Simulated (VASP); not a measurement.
# Al16N15F (a cell with a defect) in VASP: further runs

The runs below take Al16N15F (a cell with a defect) through single point, with PBE.

Everything below comes from runs of VASP 6.6.1. Logs are shortened: lines on timing, memory, paths and dates and some standing lists are left out, and cuts for length are marked.

### Step 1. The cell of the first run

The cell holds a defect, 32 atoms: a = 6.260 Å, b = 6.260 Å, c = 10.035 Å, α = 90.00°, β = 90.00°, γ = 120.00°.

### Step 2. Single point, PBE

Contents of INCAR:

```
SYSTEM = Al16N15F
ALGO = Normal
EDIFF = 1E-6
ENCUT = 520
GGA = PE
ISIF = 2
ISMEAR = -1
LASPH = .TRUE.
LCHARG = .FALSE.
LREAL = Auto
LWAVE = .FALSE.
NBANDS = 87
NELM = 80
PREC = Accurate
SIGMA = 0.01
```

Contents of KPOINTS:

```
k-points
0
G
  1 1 1
  0 0 0
```

Contents of POSCAR:

```
Al16N15F
1.0
    6.2595139128      0.0000000578      0.0000000000
   -3.1297570064      5.4208980350      0.0000000000
    0.0000000000      0.0000000000     10.0348065929
Al N F
16 15 1
Direct
    0.3349061810      0.1620142384      0.2565306529
    0.1748023120      0.3371207840      0.5027058667
    0.3390520305      0.1720921268      0.7548331183
    0.1728495680      0.3361518739      1.0053731961
    0.3376274499      0.6687899252      0.2569792817
    0.1572515287      0.8313963471      0.5137397820
    0.3392344633      0.6684587852      0.7553619385
    0.1730626063      0.8358548163      0.9994524126
    0.8385819437      0.1674214650      0.2505692484
    0.6705194901      0.3318096947      0.5066182881
    0.8426093044      0.1728511566      0.7534150658
    0.6680808363      0.3289589687      0.9971325032
    0.8256261759      0.6582671050      0.2187106817
    0.6837168286      0.8417972954      0.5092654288
    0.8442344793      0.6738348274      0.7489732471
    0.6694381705      0.8387132169      0.9976666900
    0.3372303271      0.1615761083      0.4467835291
    0.1746621791      0.3338064111      0.1949772501
    0.3349371560      0.1702714380      0.9433104933
    0.1743621256      0.3362305395      0.6928152725
    0.3409260830      0.6765044207      0.4474810746
    0.1669713880      0.8282602249      0.1924509065
    0.3353913539      0.6671972989      0.9440555677
    0.1832155353      0.8407217720      0.7040520761
    0.8397416480      0.1744977677      0.4411274632
    0.6644880386      0.3183353523      0.1847563550
    0.8413922505      0.1724953454      0.9411345345
    0.6729232801      0.3357498072      0.6956480506
    0.6690058298      0.8382279692      0.1864613935
    0.8351669012      0.6686447088      0.9446979618
    0.6720877566      0.8375540991      0.6985178391
    0.6792313273      0.5762258055      0.3821721280
```

Potentials or basis: VASP PAW PBE potentials, release 64 (Al, N, F).

Started as:

```console
$ cat potpaw_PBE.64/Al/POTCAR potpaw_PBE.64/N/POTCAR potpaw_PBE.64/F/POTCAR > POTCAR
$ mpirun -np 1 vasp_gam > vasp.out
```

OUTCAR:

```text
SYSTEM = Al16N15F
   EDIFF = 1E-6
   ENCUT = 520
   GGA = PE
   ISIF = 2
   ISMEAR = -1
   LASPH = .TRUE.
   LREAL = Auto
   NELM = 80
   PREC = Accurate

 ion  position               nearest neighbor table
   1  0.335  0.162  0.257-  18 1.90  17 1.91  22 1.92  26 1.93   2 3.07   5 3.10  10 3.10   4 3.11
                            13 3.11   9 3.12   8 3.13   9 3.14   6 3.14   5 3.16  12 3.17  13 3.19
   2  0.175  0.337  0.503-  20 1.91  17 1.92  25 1.92  21 1.92   5 3.05   1 3.07  14 3.09  11 3.09
                             3 3.10   7 3.11   6 3.11   9 3.12  10 3.12  10 3.14   6 3.15  14 3.17
   3  0.339  0.172  0.755-  24 1.87  20 1.89  19 1.89  28 1.90  12 3.02   6 3.04   8 3.06  10 3.07
                             4 3.09   2 3.10   7 3.11  15 3.11  11 3.11  11 3.15  15 3.15   7 3.15
   4  0.173  0.336  0.005-  19 1.88  23 1.90  18 1.90  27 1.91   9 3.06   3 3.09   7 3.09  11 3.10
                             5 3.10   1 3.11  12 3.12   8 3.13  16 3.13   8 3.13  16 3.13  12 3.14
   5  0.338  0.669  0.257-  22 1.90  21 1.91  18 1.92  29 1.93   2 3.05   1 3.10   4 3.10  13 3.11
                             9 3.13   9 3.13   8 3.15  14 3.15  16 3.16   1 3.16   6 3.18  13 3.20
   6  0.157  0.831  0.514-  17 1.91  24 1.92  21 1.95  15 2.91  14 3.00   3 3.04   7 3.06  10 3.09
                             2 3.11   1 3.14   2 3.15  10 3.17   5 3.18  14 3.26
   7  0.339  0.668  0.755-  24 1.85  31 1.89  23 1.89  20 1.91  16 3.02   8 3.04   6 3.06   4 3.09
                            14 3.10  11 3.11   3 3.11   2 3.11  15 3.12  15 3.15   3 3.15  11 3.15
   8  0.173  0.836  0.999-  23 1.88  19 1.90  30 1.91  22 1.94  13 2.90   7 3.04   3 3.06  15 3.08
                            12 3.09  16 3.10   1 3.13   4 3.13   4 3.13   5 3.15  16 3.16  12 3.17
   9  0.839  0.167  0.251-  26 1.88  29 1.90  18 1.91  25 1.91   4 3.06  16 3.10  12 3.12   2 3.12
                             1 3.12   5 3.13  13 3.13   5 3.13   1 3.14  10 3.14  14 3.14  13 3.16
  10  0.671  0.332  0.507-  25 1.89  28 1.90  17 1.90  32 1.95  15 3.06  11 3.06   3 3.07   6 3.09
                             1 3.10  14 3.11   2 3.12   9 3.14   2 3.14  14 3.15   6 3.17
  11  0.843  0.173  0.753-  27 1.88  28 1.89  20 1.90  31 1.90  12 3.03  14 3.04  16 3.05  10 3.06
                             2 3.09   4 3.10   7 3.11   3 3.11  15 3.13  15 3.13   3 3.15   7 3.15
  12  0.668  0.329  0.997-  27 1.87  26 1.88  19 1.89  30 1.92  13 2.85   3 3.02  11 3.03  16 3.07
                             8 3.09  15 3.11   9 3.12   4 3.12   4 3.14   8 3.17   1 3.17  16 3.19
  13  0.826  0.658  0.219-  32 1.82  29 1.85  22 1.87  26 1.87  12 2.85  16 2.87   8 2.90   5 3.11
                             1 3.11   9 3.13   9 3.16   1 3.19   5 3.20
  14  0.684  0.842  0.509-  31 1.90  25 1.93  21 1.96  32 2.08  15 2.99   6 3.00  11 3.04   2 3.09
                             7 3.10  10 3.11   9 3.14   5 3.15  10 3.15   2 3.17   6 3.26
  15  0.844  0.674  0.749-  31 1.89  24 1.89  28 1.91  30 1.96   6 2.91  14 2.99  10 3.06   8 3.08
                            16 3.10   3 3.11  12 3.11   7 3.12  11 3.13  11 3.13   7 3.15   3 3.15
  16  0.669  0.839  0.998-  23 1.89  29 1.89  30 1.90  27 1.90  13 2.87   7 3.02  11 3.05  12 3.07
                             8 3.10   9 3.10  15 3.10   4 3.13   4 3.13   8 3.16   5 3.16  12 3.19
  17  0.337  0.162  0.447-  10 1.90   1 1.91   6 1.91   2 1.92
  18  0.175  0.334  0.195-   4 1.90   1 1.90   9 1.91   5 1.92
  19  0.335  0.170  0.943-   4 1.88  12 1.89   3 1.89   8 1.90
  20  0.174  0.336  0.693-   3 1.89  11 1.90   7 1.91   2 1.91
  21  0.341  0.677  0.447-   5 1.91   2 1.92   6 1.95  14 1.96
  22  0.167  0.828  0.192-  13 1.87   5 1.90   1 1.92   8 1.94
  23  0.335  0.667  0.944-   8 1.88  16 1.89   7 1.89   4 1.90
  24  0.183  0.841  0.704-   7 1.85   3 1.87  15 1.89   6 1.92
  25  0.840  0.174  0.441-  10 1.89   9 1.91   2 1.92  14 1.93
  26  0.664  0.318  0.185-  13 1.87   9 1.88  12 1.88   1 1.93
  27  0.841  0.172  0.941-  12 1.87  11 1.88  16 1.90   4 1.91
  28  0.673  0.336  0.696-  11 1.89  10 1.90   3 1.90  15 1.91
  29  0.669  0.838  0.186-  13 1.85  16 1.89   9 1.90   5 1.93
  30  0.835  0.669  0.945-  16 1.90   8 1.91  12 1.92  15 1.96
  31  0.672  0.838  0.699-  15 1.89   7 1.89  11 1.90  14 1.90
  32  0.679  0.576  0.382-  13 1.82  10 1.95  14 2.08

  LATTYP: Found a hexagonal cell.
 ALAT       =     6.2595139128
 C/A-ratio  =     1.6031287306

  Lattice vectors:

 A1 = (   6.2595139128,   0.0000000578,   0.0000000000)
 A2 = (  -3.1297570064,   5.4208980350,   0.0000000000)
 A3 = (   0.0000000000,   0.0000000000,  10.0348065929)

Analysis of symmetry for initial positions (statically):
=====================================================================
 Subroutine PRICEL returns:
 Original cell was already a primitive cell.

 Routine SETGRP: Setting up the symmetry group for a
 hexagonal supercell.

 Subroutine GETGRP returns: Found  1 space group operations
 (whereof  1 operations were pure point group operations)
 out of a pool of 24 trial point group operations.

The static configuration has the point symmetry C_1 .

Analysis of symmetry for dynamics (positions and initial velocities):
=====================================================================
 Subroutine PRICEL returns:
 Original cell was already a primitive cell.

[... 104 lines left out ...]
 Generating k-lattice:

  Cartesian coordinates                     Fractional coordinates (reciprocal lattice)
     0.159756813  0.092235641  0.000000000     1.000000000 -0.000000000  0.000000000
    -0.000000002  0.184471279  0.000000000     0.000000000  1.000000000  0.000000000
     0.000000000  0.000000000  0.099653141     0.000000000  0.000000000  1.000000000

  Length of vectors
     0.184471279  0.184471279  0.099653141

  Shift w.r.t. Gamma in fractional coordinates (k-lattice)
     0.000000000  0.000000000  0.000000000

 Subroutine IBZKPT returns following result:
 ===========================================

 Found      1 irreducible k-points:

 Following reciprocal coordinates:
            Coordinates               Weight
  0.000000  0.000000  0.000000      1.000000
   k-points           NKPTS =      1   k-points in BZ     NKDIM =      1   number of bands    NBANDS=     87
   number of dos      NEDOS =    301   number of ions     NIONS =     32
   total plane-waves  NPLWV = 184320
   dimension x,y,z NGX =    48 NGY =   48 NGZ =   80
   dimension x,y,z NGXF=    96 NGYF=   96 NGZF=  160
   ions per type =              16  15   1
   NGX,Y,Z   is equivalent  to a cutoff of  12.75, 12.75, 13.25 a.u.
   NGXF,Y,Z  is equivalent  to a cutoff of  25.50, 25.50, 26.51 a.u.
 SYSTEM =  Al16N15F
   PREC   = accura    normal or accurate (medium, high low for compatibility)
   ISTART =      0    job   : 0-new  1-cont  2-samecut
   ICHARG =      2    charge: 1-file 2-atom 10-const
   ISPIN  =      1    spin polarized calculation?
   LNONCOLLINEAR =      F non collinear calculations
   LSORBIT =      F    spin-orbit coupling
   LASPH  =      T    aspherical Exc in radial PAW
   ENCUT  =  520.0 eV  38.22 Ry    6.18 a.u.  11.64 11.64 18.66*2*pi/ulx,y,z
   NELM   =     80;   NELMIN=  2; NELMDL= -5     # of ELM steps
   EDIFF  = 0.1E-05   stopping-criterion for ELM
   LREAL  =      T    real-space projection
   EDIFFG = 0.1E-04   stopping-criterion for IOM
   NSW    =      0    number of steps for IOM
[... 5 lines left out ...]
   TEBEG  =    0.0;   TEEND  =   0.0 temperature during run
   PSTRESS=    0.0 pullay stress
   NELECT =     130.0000    total number of electrons
   NUPDOWN=      -1.0000    fix difference up-down
   EMIN   =  10.00;   EMAX   =-10.00  energy-range for DOS
   EFERMI =   0.00;   METHOD = LEGACY
   ISMEAR =    -1;   SIGMA  =   0.01  broadening in eV -4-tet -1-fermi 0-gaus
   EFERMI_NEDOS =   21; number of points for ismear=-14 and -15
   IALGO  =     38    algorithm
   IMIX   =      4    mixing-type and parameters
     AMIX     =   0.40;   BMIX     =  1.00
     AMIX_MAG =   1.60;   BMIX_MAG =  1.00
  volume/ion in A,a.u.               =      10.64        71.81
  Fermi-wavevector in a.u.,A,eV,Ry     =   1.187633  2.244301 19.190645  1.410473
  Thomas-Fermi vector in A             =   2.323780
   LORBIT       =      0    0 simple, 1 ext, 2 COOP (PROOUT), +10 PAW based schemes
   GGA     = PE    functional components
   LHFCALC =     F    Hartree Fock is set to
   AEXX    =    0.0000 exact exchange contribution
   IVDW    =     0    specifies the selected vdW correction
   LEPSILON=     F    determine dielectric tensor
   LRPA    =     F    only Hartree local field effects (RPA)
 non-spin polarized calculation
  energy-cutoff  :      520.00
  volume of cell :      340.50
 maximum number of plane-waves:      4582
 NGX is ok and might be reduce to    48
   NGX = 23   NGY = 23   NGZ = 37

 number of electron     129.9999999 magnetization

 Free energy of the ion-electron system (eV)
  ---------------------------------------------------
  ext. energy  EPLUGINS =         0.00000000
  ---------------------------------------------------
  free energy    TOTEN  =      -222.27444046 eV

  energy without entropy =     -222.27444046  energy(sigma->0) =     -222.27444046

 E-fermi :   7.5319     XC(G=0): -10.7987

 val. band max:        7.2283983798   @ k =   0.0000   0.0000   0.0000
 cond. band min:      10.3948754142   @ k =   0.0000   0.0000   0.0000
 fundamental gap:      3.1664770344
 Fermi energy:         7.5319387475

 k-point     1 :       0.0000    0.0000    0.0000
  band No.  band energies     occupation
      1     -18.6071      2.00000
      2      -8.8697      2.00000
      3      -8.1093      2.00000
      4      -7.8736      2.00000
      5      -7.0595      2.00000
      6      -7.0187      2.00000
[... 69 lines left out ...]
     76      11.9544      0.00000
     77      12.0397      0.00000
 [bands above 77 left out]

------------------------ aborting loop because EDIFF is reached ----------------------------------------

  FORCE on cell =-STRESS in cart. coord.  units (eV):
  Direction    XX          YY          ZZ          XY          YZ          ZX
  --------------------------------------------------------------------------------------
  -------------------------------------------------------------------------------------
  Total       13.0772153     13.9650710     -1.2250808     -0.7507044      1.3266765      0.9170832
  in kB       61.5325621     65.7102127     -5.7644048     -3.5323088      6.2424457      4.3151754
  external PRESSURE =      40.4927900 kB  Pullay stress =       0.0000000 kB

 VOLUME and BASIS-vectors are now :
 -----------------------------------------------------------------------------
  energy-cutoff  :      520.00
  volume of cell :      340.50
      direct lattice vectors                 reciprocal lattice vectors
     6.259513913  0.000000058  0.000000000     0.159756813  0.092235641  0.000000000
    -3.129757006  5.420898035  0.000000000    -0.000000002  0.184471279  0.000000000
     0.000000000  0.000000000 10.034806593     0.000000000  0.000000000  0.099653141

 POSITION                                       TOTAL-FORCE (eV/Angst)
 -----------------------------------------------------------------------------------
      1.58928      0.87826      2.57424         0.118195      0.018228     -0.630415
      0.03907      1.82750      5.04456        -0.046434      0.166990     -0.340836
      1.58369      0.93289      7.57460         0.266644     -0.061992     -0.311556
      0.02988      1.82225      0.05392        -0.151561      0.024545     -0.459816
      0.02023      3.62544      2.57874         0.159276     -0.067814     -0.519946
     -1.61775      4.50691      5.15528         0.882621      0.231848     -0.114979
[... 24 lines left out ...]
      1.58560      4.54030      7.00949         0.107032      0.161132      0.309455
      2.44821      3.12366      3.83502         0.031489      0.134478     -0.364144
 -----------------------------------------------------------------------------------
    total drift:                                0.012878      0.003738     -0.004747

  FREE ENERGIE OF THE ION-ELECTRON SYSTEM (eV)
  ---------------------------------------------------
  free  energy   TOTEN  =      -222.2744404558 eV

  energy  without entropy=     -222.2744404558  energy(sigma->0) =     -222.27444046
```

Run time: 45 s. Hardware: 1 thread of AMD EPYC 9R45 (Zen 5), shared host; peak memory 0.38 GiB.

What came out:

```
Free energy            : -222.2744 eV
Pressure               : 4.0 GPa
Largest force          : 0.920 eV/Å
Band gap on the k mesh : 3.17 eV
```

Forces in eV/Å, atoms in the order of the input:
```
Al   0.118  0.018 -0.630
Al  -0.046  0.167 -0.341
Al   0.267 -0.062 -0.312
Al  -0.152  0.025 -0.460
Al   0.159 -0.068 -0.520
Al   0.883  0.232 -0.115
Al   0.176  0.032 -0.374
Al  -0.121  0.064 -0.410
Al   0.045 -0.113 -0.603
Al  -0.065 -0.445  0.028
Al  -0.047 -0.143 -0.261
Al  -0.060  0.012 -0.358
Al   0.141 -0.072 -0.503
Al  -0.848  0.065 -0.215
Al   0.014 -0.186  0.049
Al  -0.127  0.121 -0.368
N   -0.569 -0.018  0.526
N   -0.102  0.114  0.785
N    0.205 -0.167  0.426
N   -0.184  0.050  0.238
N    0.012 -0.322  0.555
N   -0.467 -0.039  0.409
N    0.184  0.013  0.448
N   -0.467 -0.056  0.301
N    0.735  0.162  0.486
N   -0.015  0.212  0.013
N    0.187 -0.122  0.295
N   -0.068  0.197  0.343
N   -0.098  0.141  0.125
N    0.172 -0.108  0.499
N    0.107  0.161  0.309
F    0.031  0.134 -0.364
```

Stress tensor (GPa, compression positive):
```
 6.15 -0.35  0.43
-0.35  6.57  0.62
 0.43  0.62 -0.58
```

Levels at points of the mesh, in eV from the valence-band top:
```
           k point  band 62  band 63  band 64  band 65  band 66  band 67  band 68  band 69
(0.00, 0.00, 0.00)    -1.31    -1.28    -1.18     0.00     3.17     3.40     3.52     3.93
```

Caveat: the k points lie up to 1.16 Å⁻¹ apart.

### Step 3. Single point, PBE

Contents of INCAR:

```
SYSTEM = Al16N15F
ALGO     = Normal         ! electronic algorithm
EDIFF    = 1E-6           ! SCF threshold, eV
ENCUT    = 520            ! plane-wave cutoff, eV
GGA      = PE             ! functional
ISIF     = 2              ! what is computed and relaxed
ISMEAR   = 0              ! smearing method
LASPH    = .TRUE.         ! aspherical terms in the spheres
LCHARG   = .TRUE.         ! write CHGCAR
LELF     = .TRUE.         ! ELF
LREAL    = Auto         
LVHAR    = .TRUE.       
LWAVE    = .FALSE.        ! write WAVECAR
NBANDS   = 87             ! bands
NELM     = 80             ! most SCF steps
PREC     = Accurate       ! precision mode
SIGMA    = 0.01           ! smearing width, eV
```

Contents of KPOINTS:

```
Automatic mesh
0
Gamma
  1 1 1
  0.25 0.25 0.25
```

POSCAR, as its differences from that of step 2:

```diff
@@ -2,5 +2,5 @@
 1.0
-    6.2595139128      0.0000000578      0.0000000000
-   -3.1297570064      5.4208980350      0.0000000000
-    0.0000000000      0.0000000000     10.0348065929
+    6.2595139092      0.0000000618      0.0000000000
+   -3.1297570081      5.4208980298      0.0000000000
+    0.0000000000      0.0000000000     10.0348065900
 Al N F
```

Potentials or basis: VASP PAW PBE potentials, release 64 (Al, N, F).

Started as:

```console
$ cat potpaw_PBE.64/Al/POTCAR potpaw_PBE.64/N/POTCAR potpaw_PBE.64/F/POTCAR > POTCAR
$ mpirun -np 1 vasp_std > vasp.out
```

Wall time 4.4 min (1 thread of AMD EPYC 9R45 (Zen 5), shared host); peak memory 0.45 GiB.

The run converged. Its results:

* Free energy: -232.2060 eV
* Pressure: 2.5 GPa
* Largest force: 0.310 eV/Å
* Band gap on the k mesh: 1.91 eV

Forces in eV/Å, atoms in the order of the input:
```
Al   0.098 -0.050 -0.062
Al  -0.099  0.096  0.014
Al   0.132 -0.053  0.026
Al  -0.101  0.061  0.001
Al   0.111 -0.043  0.033
Al   0.033 -0.114  0.067
Al   0.127 -0.086 -0.015
Al  -0.112  0.074  0.002
Al   0.089 -0.063  0.041
Al   0.096  0.029  0.123
Al   0.103 -0.062  0.002
Al  -0.111  0.064  0.007
Al   0.136 -0.087 -0.059
Al  -0.082  0.007 -0.124
Al   0.123 -0.085 -0.018
Al  -0.122  0.069  0.004
N   -0.070 -0.009 -0.014
N   -0.150  0.056  0.013
N    0.142 -0.090  0.008
N   -0.157  0.089  0.009
N    0.108  0.017  0.018
N   -0.162  0.128  0.013
N    0.192 -0.091  0.007
N   -0.163  0.086  0.003
N    0.024 -0.300 -0.073
N   -0.083  0.147 -0.040
N    0.172 -0.130 -0.003
N   -0.144  0.042  0.025
N   -0.226  0.078  0.006
N    0.186 -0.098 -0.009
N   -0.133  0.118 -0.022
F    0.043  0.202  0.020
```

Stress tensor (GPa, compression positive):
```
 0.32 -0.38  0.52
-0.38  0.48  0.66
 0.52  0.66  6.64
```

Levels at points of the mesh, in eV from the valence-band top:
```csv
k point,band 61,band 62,band 63,band 64,band 65,band 66,band 67,band 68,band 69,band 70
"(0.25, 0.25, 0.25)",-3.07,-3.04,-2.94,-2.69,-0.04,2.37,2.58,3.24,3.70,3.75
```

Caveat: the k points lie up to 1.16 Å⁻¹ apart.
